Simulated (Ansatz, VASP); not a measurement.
## SnSe in VASP and in Ansatz

```
Sn Se
1.0
     4.28533    0.00000    0.00000
     0.00000    4.28533    0.00000
     0.00000    0.00000   10.99069
Sn Se
2 2
Direct
  0.00000 0.50000 0.62777
  0.50000 0.00000 0.37223
  0.00000 0.50000 0.38396
  0.50000 0.00000 0.61604
```

Alike in both runs: task single point; functional r2SCAN; k mesh 6 × 6 × 3; occupations fermi-dirac, width 0.05 eV; no spin polarisation.

|  | VASP | Ansatz |
| --- | --- | --- |
| version | VASP 6.6.1 | Ansatz 0.2.0 |
| potentials or method | VASP PAW PBE potentials, release 64 (Sn_d, Se) | Ansatz PAW |
| plane-wave cutoff (eV) | 520 | 500 |
| valence electrons in the cell | 40 | 60 |

```tsv
	VASP	Ansatz	Ansatz less VASP
gap on the k mesh at the Fermi level (eV)	1.77	1.78	+0.006
least direct gap on the mesh (eV)	1.77	1.78	+0.006
rms of the force components (eV/Å)	0.007	0.006	-0.0009
```

VASP's potentials were made for PBE, not for r2SCAN. Atom by atom the forces differ by 0.008 eV/Å (rms over components). VASP's potentials hold 40 valence electrons a cell and Ansatz's 60, so a difference there can come from the potentials and not from the codes.

Noted on Ansatz's run: odd divisions of the mesh miss points on the zone boundary, where band edges often lie, so the gap on the mesh can be too wide.
